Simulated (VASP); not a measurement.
Runs of VASP 6.6.1 on C. The structure is that of space group Fmmm (No. 69), or close to it. The cells are those of the table. 

```csv
cell,gap on the mesh (eV),pressure (GPa)
"a = 2.655, b = 2.655, c = 5.859 Å, angles 90.0, 90.0, 120.0°, 4 atoms",none,(a)
"a = 2.498, b = 2.498, c = 6.616 Å, angles 90.0, 90.0, 120.0°, 4 atoms",none,-10.6
"a = 2.319, b = 2.319, c = 7.678 Å, angles 90.0, 90.0, 120.0°, 4 atoms",none,58.5
"a = 2.258, b = 2.258, c = 8.099 Å, angles 90.0, 90.0, 120.0°, 4 atoms",none,(b)
"a = 2.534, b = 2.534, c = 6.431 Å, angles 90.0, 90.0, 120.0°, 4 atoms",none,-21.0
```

Alike in all rows: task single point; level PBE+D3(BJ); potentials or basis VASP PAW PBE potentials, release 64 (C); no spin polarisation; k mesh 24 × 24 × 8; cutoff (eV) 520; smearing gaussian 0.15 eV.

Estimate the missing entries.

(a) -48.4; (b) 86.5.

Caveats: the stress differs along the axes, from -79 to 11 GPa (at least some runs); the stress differs along the axes, from -17 to 1 GPa (at least some runs); the stress differs along the axes, from -2 to 89 GPa (at least some runs); the stress differs along the axes, from -2 to 131 GPa (at least some runs); the stress differs along the axes, from -33 to 3 GPa (at least some runs).

A gap of «none» marks levels without a gap at the run's occupations.
